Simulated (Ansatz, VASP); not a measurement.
**One calculation of LaSi2C2, two programs**

```xyz
10
Lattice="4.1525 0.0000 0.0000 0.0000 4.1525 0.0000 0.0000 0.0000 8.6093" Properties=species:S:1:pos:R:3 pbc="T T T"
C     0.7184    2.0762    2.1523
C     2.0762    3.4341    6.4569
C     3.4341    2.0762    2.1523
C     2.0762    0.7184    6.4569
La    0.0000    0.0000    0.0000
La    0.0000    0.0000    4.3046
Si    2.0762    0.9385    2.1523
Si    0.9385    2.0762    6.4569
Si    2.0762    3.2140    2.1523
Si    3.2140    2.0762    6.4569
```

Alike in both runs: task single point; functional PBE; k mesh 4 × 4 × 2; no spin polarisation.

```csv
,VASP,Ansatz
version,VASP 6.6.1,Ansatz 0.2.0
potentials or method,"VASP PAW PBE potentials, release 64 (C, La, Si), cutoff 520 eV",PAW plane waves
occupations,"fermi-dirac, width 0.1 eV",fermi-dirac
valence electrons in the cell,54,54
```

```csv
,VASP,Ansatz,Ansatz less VASP
gap on the k mesh at the Fermi level (eV),none,none,-
pressure (GPa),23.4,23.6,+0.20
"traceless stress, the component that is largest in VASP (GPa)",-26.78,-26.85,-0.077
rms of the force components (eV/Å),1.712,1.732,+0.0195
```

Atom by atom the forces differ by 0.021 eV/Å (rms over components). A gap of «none» marks a metal or a gap that the smearing closes.

The k mesh is coarse, so the values compare programs but aren't converged. Spin-orbit coupling is off throughout.
